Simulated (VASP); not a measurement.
# AlN (P1) in VASP: notebook

Runs on AlN. Level: PBE. Tasks: single point.

Everything below comes from runs of VASP 6.6.1. Logs are shortened: lines on timing, memory, paths and dates and some standing lists are left out, and cuts for length are marked.

### Step 1. The cell of the first run

The typed cell holds 2 atoms: a = 3.113 Å, b = 3.113 Å, c = 3.113 Å, α = 60.00°, β = 60.00°, γ = 60.00°.

### Step 2. Single point, PBE (mode 4 frozen in at -0.073 Å and mode 5 at -0.049 Å (largest displacements))

Contents of INCAR:

```
SYSTEM = AlN
PREC = Accurate
ENCUT = 520
EDIFF = 1E-6
ISMEAR = 0
SIGMA = 0.05
LREAL = .FALSE.
LASPH = .TRUE.
NELM = 100
ALGO = Normal
ISIF = 2
LWAVE = .FALSE.
LCHARG = .FALSE.
GGA = PE
NBANDS = 11
```

Contents of KPOINTS:

```
regular mesh
0
G
  10 10 10
  0 0 0
```

Contents of POSCAR:

```
AlN
1.0
    0.0000000000      2.2012588983      2.2012588983
    2.2012588983      0.0000000000      2.2012588983
    2.2012588983      2.2012588983      0.0000000000
Al N
1 1
Direct
   -0.0028653889      0.0143033610      0.0028653889
    0.7555195688      0.7224475844      0.7444804312
```

Potentials or basis: VASP PAW PBE potentials, release 64 (Al, N).

Run with:

```console
$ cat potpaw_PBE.64/Al/POTCAR potpaw_PBE.64/N/POTCAR > POTCAR
$ mpirun -np 1 vasp_std > vasp.out
```

OUTCAR:

```text
SYSTEM = AlN
   PREC = Accurate
   ENCUT = 520
   EDIFF = 1E-6
   ISMEAR = 0
   LREAL = .FALSE.
   LASPH = .TRUE.
   NELM = 100
   ISIF = 2
   GGA = PE

 ion  position               nearest neighbor table
   1  0.997  0.014  0.003-   2 1.80   2 1.89   2 1.93   2 2.01
   2  0.756  0.722  0.744-   1 1.80   1 1.89   1 1.93   1 2.01

  LATTYP: Found a face centered cubic cell.
 ALAT       =     4.4025177966

  Lattice vectors:

 A1 = (   0.0000000000,   2.2012588983,   2.2012588983)
 A2 = (   2.2012588983,   0.0000000000,   2.2012588983)
 A3 = (   2.2012588983,   2.2012588983,   0.0000000000)

Analysis of symmetry for initial positions (statically):
=====================================================================
 Subroutine PRICEL returns:
 Original cell was already a primitive cell.

 Routine SETGRP: Setting up the symmetry group for a
 face centered cubic supercell.

 Subroutine GETGRP returns: Found  1 space group operations
 (whereof  1 operations were pure point group operations)
 out of a pool of 48 trial point group operations.

The static configuration has the point symmetry C_1 .

Analysis of symmetry for dynamics (positions and initial velocities):
=====================================================================
 Subroutine PRICEL returns:
 Original cell was already a primitive cell.

 Routine SETGRP: Setting up the symmetry group for a
 face centered cubic supercell.

 Subroutine GETGRP returns: Found  1 space group operations
 (whereof  1 operations were pure point group operations)
 out of a pool of 48 trial point group operations.

The dynamic configuration has the point symmetry C_1 .

 Subroutine INISYM returns: Found  1 space group operations
 (whereof  1 operations are pure point group operations),
 and found     1 'primitive' translations

----------------------------------------------------------------------------------------

                                     Primitive cell

  volume of cell :      21.3326

  direct lattice vectors                    reciprocal lattice vectors
     0.000000000  2.201258898  2.201258898    -0.227142750  0.227142750  0.227142750
     2.201258898  0.000000000  2.201258898     0.227142750 -0.227142750  0.227142750
     2.201258898  2.201258898  0.000000000     0.227142750  0.227142750 -0.227142750

  length of vectors
     3.113050188  3.113050188  3.113050188     0.393422784  0.393422784  0.393422784

  position of ions in fractional coordinates (direct lattice)
     0.997134611  0.014303361  0.002865389
     0.755519569  0.722447584  0.744480431

  ion indices of the primitive-cell ions
   primitive index   ion index
                 1           1
                 2           2

----------------------------------------------------------------------------------------

 KPOINTS: regular mesh

Automatic generation of k-mesh.
 Grid dimensions read from file:
 generate k-points for:   10   10   10

 Generating k-lattice:

  Cartesian coordinates                     Fractional coordinates (reciprocal lattice)
    -0.022714275  0.022714275  0.022714275     0.100000000  0.000000000  0.000000000
     0.022714275 -0.022714275  0.022714275     0.000000000  0.100000000  0.000000000
     0.022714275  0.022714275 -0.022714275     0.000000000  0.000000000  0.100000000

  Length of vectors
     0.039342278  0.039342278  0.039342278

  Shift w.r.t. Gamma in fractional coordinates (k-lattice)
     0.000000000  0.000000000  0.000000000

 Subroutine IBZKPT returns following result:
 ===========================================

 Found    504 irreducible k-points:

 Following reciprocal coordinates:
            Coordinates               Weight
  0.000000  0.000000  0.000000      1.000000
  0.100000  0.000000  0.000000      2.000000
  0.000000  0.100000  0.000000      2.000000
  0.000000  0.000000  0.100000      2.000000
  0.100000  0.100000  0.100000      2.000000
  0.200000  0.000000  0.000000      2.000000
[... 16 lines left out ...]
  0.000000  0.100000  0.100000      2.000000
  0.100000  0.000000  0.100000      2.000000
 [... further k-points ...]
   k-points           NKPTS =    504   k-points in BZ     NKDIM =    504   number of bands    NBANDS=     11
   number of dos      NEDOS =    301   number of ions     NIONS =      2
   total plane-waves  NPLWV =  13824
   dimension x,y,z NGX =    24 NGY =   24 NGZ =   24
   dimension x,y,z NGXF=    48 NGYF=   48 NGZF=   48
   ions per type =               1   1
   NGX,Y,Z   is equivalent  to a cutoff of  12.82, 12.82, 12.82 a.u.
   NGXF,Y,Z  is equivalent  to a cutoff of  25.63, 25.63, 25.63 a.u.
 SYSTEM =  AlN
   PREC   = accura    normal or accurate (medium, high low for compatibility)
   ISTART =      0    job   : 0-new  1-cont  2-samecut
   ICHARG =      2    charge: 1-file 2-atom 10-const
   ISPIN  =      1    spin polarized calculation?
   LNONCOLLINEAR =      F non collinear calculations
   LSORBIT =      F    spin-orbit coupling
   LASPH  =      T    aspherical Exc in radial PAW
   ENCUT  =  520.0 eV  38.22 Ry    6.18 a.u.   5.79  5.79  5.79*2*pi/ulx,y,z
   NELM   =    100;   NELMIN=  2; NELMDL= -5     # of ELM steps
   EDIFF  = 0.1E-05   stopping-criterion for ELM
   LREAL  =      F    real-space projection
   EDIFFG = 0.1E-04   stopping-criterion for IOM
   NSW    =      0    number of steps for IOM
   IBRION =     -1    ionic relax: 0-MD 1-quasi-New 2-CG
   NFREE  =      0    steps in history (QN), initial steepest desc. (CG)
   ISIF   =      2    stress and relaxation
   ISYM   =      2    0-nonsym 1-usesym 2-fastsym
   POTIM  = 0.5000    time-step for ionic-motion
   TEBEG  =    0.0;   TEEND  =   0.0 temperature during run
   PSTRESS=    0.0 pullay stress
   NELECT =       8.0000    total number of electrons
   NUPDOWN=      -1.0000    fix difference up-down
   EMIN   =  10.00;   EMAX   =-10.00  energy-range for DOS
   EFERMI =   0.00;   METHOD = LEGACY
   ISMEAR =     0;   SIGMA  =   0.05  broadening in eV -4-tet -1-fermi 0-gaus
   EFERMI_NEDOS =   21; number of points for ismear=-14 and -15
   IALGO  =     38    algorithm
   IMIX   =      4    mixing-type and parameters
     AMIX     =   0.40;   BMIX     =  1.00
     AMIX_MAG =   1.60;   BMIX_MAG =  1.00
  volume/ion in A,a.u.               =      10.67        71.98
  Fermi-wavevector in a.u.,A,eV,Ry     =   1.180566  2.230947 18.962939  1.393737
  Thomas-Fermi vector in A             =   2.316856
   LORBIT       =      0    0 simple, 1 ext, 2 COOP (PROOUT), +10 PAW based schemes
   GGA     = PE    functional components
   LHFCALC =     F    Hartree Fock is set to
   AEXX    =    0.0000 exact exchange contribution
   IVDW    =     0    specifies the selected vdW correction
   LEPSILON=     F    determine dielectric tensor
   LRPA    =     F    only Hartree local field effects (RPA)
 non-spin polarized calculation
 Gauss-broadening in eV      SIGMA  =   0.05
  energy-cutoff  :      520.00
  volume of cell :       21.33
 maximum number of plane-waves:       589
   NGX = 11   NGY = 11   NGZ = 11

 number of electron       8.0000000 magnetization

 Free energy of the ion-electron system (eV)
  ---------------------------------------------------
  ext. energy  EPLUGINS =         0.00000000
  ---------------------------------------------------
  free energy    TOTEN  =       -14.72492736 eV

  energy without entropy =      -14.72492736  energy(sigma->0) =      -14.72492736

 E-fermi :   6.3091     XC(G=0): -10.8294

 val. band max:        6.0762742792   @ k =   0.0000   0.0000   0.0000
 cond. band min:       9.0356929835   @ k =   0.5000   0.0000   0.5000
 fundamental gap:      2.9594187043
 Fermi energy:         6.3090855815

 k-point     1 :       0.0000    0.0000    0.0000
  band No.  band energies     occupation
      1      -9.1035      2.00000
      2       5.3894      2.00000
      3       5.7466      2.00000
      4       6.0763      2.00000
      5       9.6984      0.00000
      6      18.0421      0.00000
      7      18.0686      0.00000
      8      18.1490      0.00000
      9      23.1384      0.00000
     10      23.1973      0.00000
     11      24.1468      0.00000

 k-point     2 :       0.1000    0.0000    0.0000
  band No.  band energies     occupation
      1      -8.9617      2.00000
      2       4.9246      2.00000
      3       5.4076      2.00000
      4       5.9593      2.00000
      5      10.3753      0.00000
      6      17.5415      0.00000
      7      18.1914      0.00000
      8      18.3764      0.00000
      9      22.0002      0.00000
     10      22.0705      0.00000
     11      23.7471      0.00000

 k-point     3 :       0.0000    0.1000    0.0000
  band No.  band energies     occupation
      1      -8.9602      2.00000
      2       4.6559      2.00000
      3       5.6896      2.00000
      4       6.0116      2.00000
      5      10.3086      0.00000
      6      17.6700      0.00000
      7      18.2249      0.00000
      8      18.2985      0.00000
      9      21.8110      0.00000
     10      21.8840      0.00000
     11      24.1253      0.00000

 k-point     4 :       0.0000    0.0000    0.1000
  band No.  band energies     occupation
      1      -8.9612      2.00000
      2       4.8183      2.00000
      3       5.4972      2.00000
      4       5.9992      2.00000
      5      10.3519      0.00000
      6      17.5545      0.00000
      7      18.1625      0.00000
      8      18.4211      0.00000
      9      21.9241      0.00000
     10      22.0279      0.00000
     11      23.8778      0.00000
[... 239 lines left out ...]
 k-point    22 :       0.1000    0.1000    0.0000
  band No.  band energies     occupation
      1      -8.9142      2.00000
      2       4.8279      2.00000
      3       5.4208      2.00000
      4       5.7638      2.00000
      5      10.5650      0.00000
      6      17.3681      0.00000
      7      18.3367      0.00000
      8      18.4658      0.00000
      9      20.2784      0.00000
     10      23.5021      0.00000
     11      24.9433      0.00000

 k-point    23 :       0.0000    0.1000    0.1000
  band No.  band energies     occupation
      1      -8.9143      2.00000
      2       4.8856      2.00000
      3       5.3007      2.00000
      4       5.8205      2.00000
      5      10.5698      0.00000
      6      17.4187      0.00000
      7      18.3377      0.00000
      8      18.4159      0.00000
      9      20.2884      0.00000
     10      23.5114      0.00000
     11      24.7947      0.00000

 k-point    24 :       0.1000    0.0000    0.1000
  band No.  band energies     occupation
      1      -8.9142      2.00000
      2       4.7932      2.00000
      3       5.5447      2.00000
      4       5.6790      2.00000
      5      10.5612      0.00000
      6      17.3328      0.00000
      7      18.3308      0.00000
      8      18.5054      0.00000
      9      20.2712      0.00000
     10      23.4938      0.00000
     11      25.1300      0.00000

 [... further k-points ...]
[... 5 lines left out ...]
  --------------------------------------------------------------------------------------
  -------------------------------------------------------------------------------------
  Total        0.0983154      0.3932928      0.2567989     -0.6342690     -0.9315326      0.2936822
  in kB        7.3839509     29.5381455     19.2868089    -47.6365944    -69.9624914     22.0569176
  external PRESSURE =      18.7363018 kB  Pullay stress =       0.0000000 kB

 VOLUME and BASIS-vectors are now :
 -----------------------------------------------------------------------------
  energy-cutoff  :      520.00
  volume of cell :       21.33
      direct lattice vectors                 reciprocal lattice vectors
     0.000000000  2.201258898  2.201258898    -0.227142750  0.227142750  0.227142750
     2.201258898  0.000000000  2.201258898     0.227142750 -0.227142750  0.227142750
     2.201258898  2.201258898  0.000000000     0.227142750  0.227142750 -0.227142750

 POSITION                                       TOTAL-FORCE (eV/Angst)
 -----------------------------------------------------------------------------------
      0.03779      2.20126      2.22644        -1.535660      0.472699     -1.060749
      3.22909      3.30189      3.25339         1.535660     -0.472699      1.060749
 -----------------------------------------------------------------------------------
    total drift:                                0.000519     -0.000097      0.000256

  FREE ENERGIE OF THE ION-ELECTRON SYSTEM (eV)
  ---------------------------------------------------
  free  energy   TOTEN  =       -14.7249273591 eV

  energy  without entropy=      -14.7249273591  energy(sigma->0) =      -14.72492736
```

It took 51 s on 1 thread of Intel Xeon Platinum 8488C (Sapphire Rapids), shared host; peak memory 0.22 GiB.

Results:

* Free energy: -14.7249 eV
* Pressure: 1.9 GPa
* Largest force: 1.925 eV/Å
* Band gap on the k mesh: 2.96 eV, indirect (least direct gap 3.62 eV)

Forces in eV/Å, atoms in the order of the input:
```
Al  -1.536  0.473 -1.061
N    1.536 -0.473  1.061
```

Levels at points of the mesh, in eV from the valence-band top:
```tsv
k point	band 1	band 2	band 3	band 4	band 5	band 6	band 7	band 8	band 9
(0.00, 0.00, 0.00)	-15.18	-0.69	-0.33	0.00	3.62	11.97	11.99	12.07	17.06
(0.50, 0.00, 0.00)	-13.21	-6.06	-1.09	-0.58	6.79	9.34	10.50	10.88	17.20
(0.00, 0.50, 0.00)	-13.18	-6.23	-0.80	-0.52	6.72	9.21	10.64	10.87	17.25
(0.00, 0.00, 0.50)	-13.20	-6.12	-1.01	-0.54	6.75	9.30	10.50	10.94	17.21
(0.50, 0.50, 0.50)	-13.23	-5.93	-1.12	-0.80	6.89	9.43	10.48	10.75	17.18
(0.50, 0.50, 0.00)	-12.59	-5.17	-2.20	-1.93	2.97	8.07	13.20	15.12	15.19
(0.00, 0.50, 0.50)	-12.59	-5.16	-2.29	-1.88	2.98	8.12	13.21	15.08	15.16
(0.50, 0.00, 0.50)	-12.59	-5.18	-2.07	-2.04	2.96	8.03	13.20	15.15	15.21
```

Caveat: the cell differs from its parent crystal (mode 4 frozen in at -0.073 Å and mode 5 at -0.049 Å (largest displacements)); forces of over 1 eV/Å act on the atoms, so gaps and moduli don't describe the material at rest. A k mesh can miss the band edges.

### Step 3. Single point, PBE (mode 4 frozen in at -0.097 Å and mode 5 at -0.073 Å (largest displacements))

Contents of INCAR:

```
SYSTEM = AlN
  PREC = Accurate
  ENCUT = 520
  EDIFF = 1E-7
  ISMEAR = 0
  SIGMA = 0.05
  LREAL = .FALSE.
  LASPH = .TRUE.
  NELM = 60
  ALGO = Normal
  ISIF = 2
  LWAVE = .FALSE.
  LCHARG = .TRUE.
  GGA = PE
  LELF = .TRUE.
  LVHAR = .TRUE.
  NBANDS = 11
```

KPOINTS is that of step 2.

Contents of POSCAR:

```
AlN
1.0
    0.0000000000      2.2012588983      2.2012588983
    2.2012588983      0.0000000000      2.2012588983
    2.2012588983      2.2012588983      0.0000000000
Al N
1 1
Direct
   -0.0028535972      0.0200223471      0.0028535972
    0.7554968546      0.7114311610      0.7445031454
```

Potentials or basis: VASP PAW PBE potentials, release 64 (Al, N).

Run with:

```console
$ cat potpaw_PBE.64/Al/POTCAR potpaw_PBE.64/N/POTCAR > POTCAR
$ mpirun -np 1 vasp_std > vasp.out
```

Run time: 48 s. Hardware: 1 thread of Intel Xeon Platinum 8488C (Sapphire Rapids), shared host; peak memory 0.22 GiB.

The run converged. Its results:

| Item | Value |
| --- | --- |
| Free energy | -14.6086 eV |
| Pressure | 3.8 GPa |
| Largest force | 2.826 eV/Å |
| Band gap on the k mesh | 2.83 eV, indirect (least direct gap 3.48 eV) |

Forces on the atoms (eV/Å):
```
Al  -2.089  0.958 -1.646
N    2.089 -0.958  1.646
```

Stress tensor (GPa, compression positive):
```
 1.90 -7.54  4.37
-7.54  6.01 -9.77
 4.37 -9.77  3.56
```

Levels at points of the mesh, in eV from the valence-band top:
```
           k point  band 2  band 3  band 4  band 5  band 6  band 7
(0.00, 0.00, 0.00)   -0.94   -0.45    0.00    3.48   11.85   11.87
(0.50, 0.00, 0.00)   -6.17   -1.30   -0.60    6.61    9.18   10.34
(0.00, 0.50, 0.00)   -6.39   -0.91   -0.54    6.54    9.01   10.53
(0.00, 0.00, 0.50)   -6.23   -1.21   -0.56    6.58    9.13   10.33
(0.50, 0.50, 0.50)   -5.98   -1.35   -0.91    6.78    9.31   10.29
(0.50, 0.50, 0.00)   -5.29   -2.37   -1.98    2.85    7.91   13.00
(0.00, 0.50, 0.50)   -5.28   -2.46   -1.93    2.87    7.97   13.00
(0.50, 0.00, 0.50)   -5.30   -2.18   -2.11    2.83    7.83   12.99
```

Caveat: the cell differs from its parent crystal (mode 4 frozen in at -0.097 Å and mode 5 at -0.073 Å (largest displacements)); forces of over 1 eV/Å act on the atoms, so gaps and moduli don't describe the material at rest.
